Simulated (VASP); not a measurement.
Runs of VASP 6.6.1 on Ge. The structure is that of space group Im-3m (No. 229), or close to it. The cells are those of the table. 

```tsv
task	cell	cutoff (eV)	gap on the mesh (eV)	pressure (GPa)
relaxation of cell and atoms	relaxed to 5 GPa from a = 2.832 Å, angles 70.5, 109.5, 70.5°, 1 atom	600	none	4.9
single point	a = 2.808 Å, angles 70.5, 109.5, 70.5°, 1 atom	520	none	9.9
relaxation of cell and atoms	relaxed to 20 GPa from a = 2.832 Å, angles 70.5, 109.5, 70.5°, 1 atom	600	none	19.9
relaxation of cell and atoms	relaxed to 10 GPa from a = 2.832 Å, angles 70.5, 109.5, 70.5°, 1 atom	600	none	10.1
relaxation of cell and atoms	relaxed from a = 2.832 Å, angles 70.5, 109.5, 70.5°, 1 atom	600	none	-0.1
single point	a = 2.855 Å, angles 70.5, 109.5, 70.5°, 1 atom	520	none	5.0
single point	a = 2.738 Å, angles 70.5, 109.5, 70.5°, 1 atom	520	none	20.1
single point	a = 2.916 Å, angles 70.5, 109.5, 70.5°, 1 atom	520	none	(a)
```

Alike in all rows: level PBE; potentials or basis VASP PAW PBE potentials, release 64 (Ge_d); no spin polarisation; k mesh 17 × 17 × 17; smearing methfessel-paxton 0.05 eV.

Estimate the missing entries.

(a) 0.0.

Caveats: the cell is relaxed towards a set pressure, so the enthalpy falls and the energy may rise (some runs).

A k mesh can miss the band edges, and the runs leave out spin-orbit coupling on Ge.

A gap of «none» marks levels without a gap at the run's occupations.
